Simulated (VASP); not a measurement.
# SiC3 (P-6m2) in VASP: further runs, part 2 of 2

VASP 6.6.1. Earlier steps stand in the parts before.

**4. Relaxation of cell and atoms, PBE**

This run uses another cell than the first one, of 7.57 Å³/atom, 0.565 times its volume.

Input file INCAR:

```
ALGO = Normal ; EDIFF = 1E-7
EDIFFG = -0.01 ; ENCUT = 600
GGA = PE ; IBRION = 2
ISIF = 3 ; ISMEAR = 0
LASPH = True ; LCHARG = False
LREAL = False ; LWAVE = False
NELM = 80 ; NSW = 100
PREC = Accurate ; SIGMA = 0.1
```

Input file KPOINTS:

```
k-points
0
Gamma
  18 18 10
```

Input file POSCAR:

```
SiC3
1.0
    2.7077265981      0.0000000000      0.0000000000
   -1.3538632991      2.3449600205      0.0000000000
    0.0000000000      0.0000000000      4.7716095240
Si C
1 3
Direct
    0.3333333333      0.6666666667      0.0000000000
    0.3333333333      0.6666666667      0.5000000000
    0.6666666667      0.3333333333      0.2821508408
    0.6666666667      0.3333333333      0.7178491592
```

Potentials or basis: VASP PAW PBE potentials, release 64 (Si, C).

On the command line:

```sh
> cat potpaw_PBE.64/Si/POTCAR potpaw_PBE.64/C/POTCAR > POTCAR
> mpirun -np 1 vasp_std > vasp.out
```

OUTCAR:

```text
EDIFF = 1E-7
   EDIFFG = -0.01
   ENCUT = 600
   GGA = PE
   IBRION = 2
   ISIF = 3
   ISMEAR = 0
   LASPH = True
   LREAL = False
   NELM = 80
   NSW = 100
   PREC = Accurate

 ion  position               nearest neighbor table
   1  0.333  0.667  0.000-   3 2.06   4 2.06   3 2.06   4 2.06   3 2.06   4 2.06   2 2.39   2 2.39

   2  0.333  0.667  0.500-   3 1.88   4 1.88   3 1.88   4 1.88   3 1.88   4 1.88   1 2.39   1 2.39

   3  0.667  0.333  0.282-   2 1.88   2 1.88   2 1.88   1 2.06   1 2.06   1 2.06
   4  0.667  0.333  0.718-   2 1.88   2 1.88   2 1.88   1 2.06   1 2.06   1 2.06

  LATTYP: Found a hexagonal cell.
 ALAT       =     2.7077265981
 C/A-ratio  =     1.7622198369

  Lattice vectors:

 A1 = (   2.7077265981,   0.0000000000,   0.0000000000)
 A2 = (  -1.3538632991,   2.3449600205,   0.0000000000)
 A3 = (   0.0000000000,   0.0000000000,   4.7716095240)

Analysis of symmetry for initial positions (statically):
=====================================================================
 Subroutine PRICEL returns:
 Original cell was already a primitive cell.

 Routine SETGRP: Setting up the symmetry group for a
 hexagonal supercell.

 Subroutine GETGRP returns: Found 12 space group operations
 (whereof 12 operations were pure point group operations)
 out of a pool of 24 trial point group operations.

The static configuration has the point symmetry D_3h.

Analysis of symmetry for dynamics (positions and initial velocities):
[... 175 lines left out ...]
  external PRESSURE =      10.9985414 kB  Pullay stress =       0.0000000 kB
[... 215 lines left out ...]
--------------------------------------- Ionic step        7  -------------------------------------------

 number of electron      16.0000000 magnetization

 Free energy of the ion-electron system (eV)
  ---------------------------------------------------
  ext. energy  EPLUGINS =         0.00000000
  ---------------------------------------------------
  free energy    TOTEN  =       -23.78138370 eV

  energy without entropy =      -23.77619222  energy(sigma->0) =      -23.77878796

 E-fermi :  10.8529     XC(G=0): -12.7357

 val. band max:       10.8517700361   @ k =   0.3333   0.2222   0.3000
 cond. band min:      10.8601322544   @ k =   0.1667   0.1111   0.0000
 fundamental gap:      0.0083622184
 Fermi energy:        10.8528866482

 k-point     1 :       0.0000    0.0000    0.0000
  band No.  band energies     occupation
      1      -8.8723      2.00000
      2      -3.5188      2.00000
      3      -2.8133      2.00000
      4       8.8641      2.00000
      5       8.8641      2.00000
      6       9.2290      2.00000
      7      12.7595      0.00000
      8      12.7595      0.00000
      9      13.6884      0.00000
     10      14.2601      0.00000
     11      14.2601      0.00000
     12      15.7735      0.00000
[... 331 lines left out ...]
 k-point    24 :       0.3889    0.1111    0.0000
  band No.  band energies     occupation
      1      -4.4970      2.00000
      2      -1.3335      2.00000
      3       0.6210      2.00000
      4       1.4502      2.00000
      5       3.6931      2.00000
      6       4.5970      2.00000
      7       6.1475      2.00000
      8       9.6761      2.00000
      9      12.0750      0.00000
     10      12.7980      0.00000
     11      14.6658      0.00000
     12      16.5493      0.00000

 [... further k-points ...]
[... 5 lines left out ...]
  --------------------------------------------------------------------------------------
  -------------------------------------------------------------------------------------
  Total       -0.0047522     -0.0047522      0.0072190      0.0000000      0.0000000      0.0000000
  in kB       -0.2507905     -0.2507905      0.3809720      0.0000000      0.0000000      0.0000000
  external PRESSURE =      -0.0402030 kB  Pullay stress =       0.0000000 kB
[... 19 lines left out ...]
  FREE ENERGIE OF THE ION-ELECTRON SYSTEM (eV)
  ---------------------------------------------------
  free  energy   TOTEN  =       -23.7813836952 eV

  energy  without entropy=      -23.7761922229  energy(sigma->0) =      -23.77878796

 reached required accuracy - stopping structural energy minimisation
```

OSZICAR:

```text
N       E                     dE             d eps       ncg     rms          rms(c)
DAV:   1     0.380126279484E+02    0.38013E+02   -0.86662E+03  5328   0.139E+03
DAV:   2    -0.213720790835E+02   -0.59385E+02   -0.54784E+02  7076   0.200E+02
[... 55 lines left out ...]
       N       E                     dE             d eps       ncg     rms          rms(c)
DAV:   1    -0.237813828962E+02   -0.87311E-04   -0.91860E-03  5336   0.896E-01    0.366E-02
DAV:   2    -0.237813890483E+02   -0.61521E-05   -0.18100E-04  7048   0.118E-01    0.163E-02
DAV:   3    -0.237813844369E+02    0.46114E-05   -0.70190E-06  6380   0.217E-02    0.610E-03
DAV:   4    -0.237813836538E+02    0.78308E-06   -0.13585E-06  6632   0.969E-03    0.149E-03
DAV:   5    -0.237813836952E+02   -0.41449E-07   -0.12319E-07  3884   0.311E-03
   7 F= -.23781384E+02 E0= -.23778788E+02  d E =-.149003E-03
```

CONTCAR:

```text
SiC3
   1.00000000000000
     2.6841290469467913    0.0000000000005009   -0.0000000000000000
    -1.3420645235225261    2.3245239417328576    0.0000000000000000
     0.0000000000000000   -0.0000000000000000    4.8658513732782565
  Si              C
     1     3
Direct
     0.3333333332999970    0.6666666667000030    0.0000000000000000
     0.3333333332999970    0.6666666667000030    0.5000000000000000
     0.6666666667000030    0.3333333332999970    0.2840680683951187
     0.6666666667000030    0.3333333332999970    0.7159319316048813

  0.00000000E+00  0.00000000E+00  0.00000000E+00
  0.00000000E+00  0.00000000E+00  0.00000000E+00
  0.00000000E+00  0.00000000E+00  0.00000000E+00
  0.00000000E+00  0.00000000E+00  0.00000000E+00
```

Wall time 8.5 min (1 thread of Intel Xeon 8259CL, shared host); peak memory 0.23 GiB.

What came out:

```yaml
Free_energy: -23.7814 eV
Relaxed_volume: 7.59 Å³/atom
Relaxed_cell: a = 2.684 Å, b = 2.684 Å, c = 4.866 Å, α = 90.00°, β = 90.00°, γ = 120.00°
Space_group_after_relaxing_to_0.05_Å: P-6m2 (No. 187)
Energy_gained_by_relaxing: 4.3 meV/atom
Ionic_steps: 7
Pressure_after_relaxing: 0.0 GPa
Largest_force_after_relaxing: 0.003 eV/Å
Band_gap_on_the_k_mesh: zero (band 8 reaches 12.76 eV, above the bottom of band 9 at 7.99 eV)
```

Forces on the atoms (eV/Å):
```
Si   0.000  0.000  0.000
C    0.000  0.000  0.000
C    0.000  0.000  0.003
C    0.000  0.000 -0.003
```

The path:
| step | energy change (eV) | largest force (eV/Å) | pressure (GPa) | volume (Å³) |
| --- | --- | --- | --- | --- |
| 1 | 0.0000 | 0.1873 | 1.10 | 30.30 |
| 2 | -0.0133 | 0.2028 | -0.66 | 30.52 |
| 3 | -0.0138 | 0.1428 | -0.38 | 30.49 |
| 4 | -0.0159 | 0.1037 | -0.14 | 30.42 |
| 5 | -0.0171 | 0.0445 | 0.24 | 30.33 |
| 6 | -0.0172 | 0.0290 | -0.19 | 30.38 |
| 7 | -0.0173 | 0.0030 | 0.00 | 30.36 |

Final structure:
```
Si C
1.0
     2.68413    0.00000    0.00000
    -1.34206    2.32452    0.00000
     0.00000    0.00000    4.86585
Si C
1 3
Direct
  0.33333 0.66667 0.00000
  0.33333 0.66667 0.50000
  0.66667 0.33333 0.28407
  0.66667 0.33333 0.71593
```

**5. The runs side by side**

| task | spin | cell | k mesh | cutoff (eV) | gap on the mesh (eV) | pressure (GPa) |
| --- | --- | --- | --- | --- | --- | --- |
| single point | collinear, ferromagnetic start | a = 2.696, b = 2.696, c = 8.520 Å, angles 90.0, 90.0, 120.0°, 4 atoms | 6 × 6 × 2 | 520 | none | -24.0 |
| single point | off | a = 2.684, b = 2.684, c = 4.866 Å, angles 90.0, 90.0, 120.0°, 4 atoms | 18 × 18 × 10 | 520 | none | 0.1 |
| relaxation of cell and atoms | off | relaxed from a = 2.708, b = 2.708, c = 4.772 Å, angles 90.0, 90.0, 120.0°, 4 atoms | 18 × 18 × 10 | 600 | none | 0.0 |

Alike in all rows: level PBE; potentials or basis VASP PAW PBE potentials, release 64 (Si, C); smearing gaussian 0.1 eV.

Caveats: some runs use coarse meshes.

Absolute energies hang on the potentials; compare differences alone.
